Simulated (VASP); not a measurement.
A run of VASP 6.6.1 is set up as follows.

The input POSCAR:

```
ZnS
1.0
    3.7996099671      0.0779353650      0.0116112810
   -1.8323109776      3.2186922567      0.0165154556
    0.0189936365      0.0421611913      6.1813907853
Zn S
2 2
Direct
    0.3367851809      0.6687367315      0.0203682290
    0.6693831759      0.3391703032      0.4871756043
    0.2998350907      0.6410830328      0.3753257502
    0.6939965525      0.3510099325      0.8871304165
```

File INCAR.step1:

```
ALGO = Normal
EDIFF = 1E-4
ENCUT = 520
GGA = PE
ISMEAR = 0
LASPH = True
LCHARG = False
LREAL = False
LWAVE = True
NBANDS = 26
NELM = 60
PREC = Accurate
SIGMA = 0.05
```

Contents of INCAR.step2:

```
ALGO = Normal
EDIFF = 1E-6
ENCUT = 520
ISIF = 2
ISMEAR = 0
ISTART = 1
LASPH = True
LCHARG = False
LMIXTAU = True
LREAL = False
LWAVE = False
METAGGA = R2SCAN
NBANDS = 26
NELM = 60
PREC = Accurate
SIGMA = 0.05
```

Contents of KPOINTS:

```
k-points
0
Gamma
  6 6 4
```

Potentials or basis: VASP PAW PBE potentials, release 64 (Zn, S).

Run with:

```console
$ cat potpaw_PBE.64/Zn/POTCAR potpaw_PBE.64/S/POTCAR > POTCAR
$ cp INCAR.step1 INCAR
$ mpirun -np 1 vasp_std > vasp.out
$ cp INCAR.step2 INCAR
$ mpirun -np 1 vasp_std > vasp.out
```

Problem. Estimate the pressure.

Solution. 3.0 GPa.

Problem. Estimate the band gap on the k mesh.

Solution. 2.62 eV.

Problem. Predict the largest force.

Solution. 1.314 eV/Å.

Forces in eV/Å, atoms in the order of the input:
```
Zn   0.183  0.198 -1.286
Zn  -0.459 -0.637  1.048
S    0.508  0.723  0.860
S   -0.231 -0.285 -0.621
```

Caveat: the cell differs from its parent crystal (atoms moved at random and the cell strained at random); the cell stands under pressure; the PAW data sets were made with another functional, which shifts forces and pressure a little.
